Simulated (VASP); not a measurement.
Write the native input for VASP 6.6.1 that does the following.

- Task: single point
- Functional: PBE
- Potentials or basis: VASP PAW PBE potentials, release 64 (Co, Pt, O)
- Cutoff: 520 eV
- k mesh: 18 × 18 × 18
- Occupations: gaussian, width 0.1 eV
- Spin: no spin polarisation
- Dipole correction: no
- Further INCAR settings: ALGO = Normal; EDIFF = 1e-06; NBANDS = 24

The structure of CoPtO2 lies in POSCAR:

```
CoPtO2
1.0
    1.3914200590      0.8033367456      5.8969161608
   -1.3914200590      0.8033367456      5.8969161608
    0.0000000000     -1.6066734912      5.8969161608
Co Pt O
1 1 2
Direct
    0.5000000000      0.5000000000      0.5000000000
    0.0000000000      0.0000000000      0.0000000000
    0.8882300223      0.8882300223      0.8882300223
    0.1117699777      0.1117699777      0.1117699777
```

The input as run:

INCAR

```
SYSTEM = CoPtO2
PREC = Accurate ; ENCUT = 520
EDIFF = 1E-6 ; ISMEAR = 0
SIGMA = 0.1 ; LREAL = .FALSE.
LASPH = .TRUE. ; NELM = 100
ALGO = Normal ; ISIF = 2
LWAVE = .FALSE. ; LCHARG = .FALSE.
GGA = PE ; NBANDS = 24
```

KPOINTS

```
Automatic mesh
0
G
  18 18 18
  0 0 0
```

Potentials or basis: VASP PAW PBE potentials, release 64 (Co, Pt, O).

Run with:

```sh
$ cat potpaw_PBE.64/Co/POTCAR potpaw_PBE.64/Pt/POTCAR potpaw_PBE.64/O/POTCAR > POTCAR
$ mpirun -np 1 vasp_std > vasp.out
```

Results of the run:

- Pressure: 16.5 GPa
- Largest force: 0.014 eV/Å
- Band gap on the k mesh: zero (an odd number of electrons rules out a gap without spin polarisation)

Caveat: the cell stands under pressure; spin-orbit coupling is left out, which moves the levels of the heavy elements; an odd number of electrons without spin polarisation forces a metal; a magnetic or distorted state may lie lower; the run has no spin polarisation, though such a crystal can be magnetic; semilocal functionals often make such compounds metallic where correlation or magnetic order opens a gap, which also shifts bond lengths.

Wall time 41 min on 1 thread of AMD EPYC 7R13 Processor (Zen 3) (shared host), peak memory 0.74 GiB.
